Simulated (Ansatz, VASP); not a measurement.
**One calculation of Al2Cu, two programs**

```
Al Cu
1.0
    -2.96655    2.96655    2.43795
     2.96655   -2.96655    2.43795
     2.96655    2.96655   -2.43795
Al Cu
4 2
Cartesian
  3.9118 0.9453 0.0000
  2.0213 0.9453 2.4379
  -0.9453 2.0213 2.4379
  0.9453 2.0213 0.0000
  0.0000 0.0000 3.6569
  0.0000 0.0000 1.2190
```

Alike in both runs: task single point; functional PBEsol; k mesh 10 × 10 × 10; occupations gaussian, width 0.15 eV; no spin polarisation.

|  | VASP | Ansatz |
| --- | --- | --- |
| version | VASP 6.6.1 | Ansatz 0.2.0 |
| potentials or method | VASP PAW PBE potentials, release 64 (Al, Cu), cutoff 520 eV | scalar-relativistic, plane waves, PAW |
| valence electrons in the cell | 34 | 50 |

|  | VASP | Ansatz | Ansatz less VASP |
| --- | --- | --- | --- |
| gap on the k mesh at the Fermi level (eV) | none | none | - |
| pressure (GPa) | 1.4 | 1.2 | -0.23 |
| traceless stress, the component that is largest in VASP (GPa) | -1.90 | -1.95 | -0.044 |
| rms of the force components (eV/Å) | 0.023 | 0.023 | +0.0006 |

VASP's potentials were made for PBE, not for PBEsol, and Ansatz warns of the same on its side. Atom by atom the forces differ by 0.001 eV/Å (rms over components). A gap of «none» marks a metal or a gap that the smearing closes. VASP's potentials hold 34 valence electrons a cell and Ansatz's 50, so a difference there can come from the potentials and not from the codes.
